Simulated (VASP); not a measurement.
# TiAl3: single point with PBEsol

TiAl3:

```
Ti Al
1.0
     3.71149    0.00000    0.00000
     0.00000    3.71149    0.00000
     0.00000    0.00000    3.71149
Ti Al
1 3
Direct
  0.00000 0.00000 0.00000
  0.00000 0.50000 0.50000
  0.50000 0.00000 0.50000
  0.50000 0.50000 0.00000
```

```json
{
 "Program": "VASP 6.6.1",
 "Task": "single point",
 "Functional": "PBEsol",
 "Potentials or basis": "VASP PAW PBE potentials, release 64 (Ti_sv, Al)",
 "Cutoff": "520 eV",
 "k mesh": "7 × 7 × 7",
 "Occupations": "fermi-dirac, width 0.05 eV",
 "Spin": "no spin polarisation",
 "Dipole correction": "no",
 "Further INCAR settings": "ALGO = Normal; EDIFF = 1e-06; NBANDS = 18"
}
```

```
Pressure : 30.2 GPa
```

Levels at points of the mesh, in eV from the Fermi level:
```csv
k point,band 6,band 7,band 8,band 9,band 10,band 11,band 12,band 13,band 14,band 15
"(0.00, 0.00, 0.00)",-3.66,-3.66,-2.35,-2.35,-2.35,0.02,0.02,0.02,0.46,5.60
```

Run time: 12 s on 1 thread of Intel(R) Xeon(R) Platinum 8488C (Sapphire Rapids), on a shared host, peak memory 0.16 GiB.

Caveat: the PAW data sets were made with another functional, which shifts forces and pressure a little.
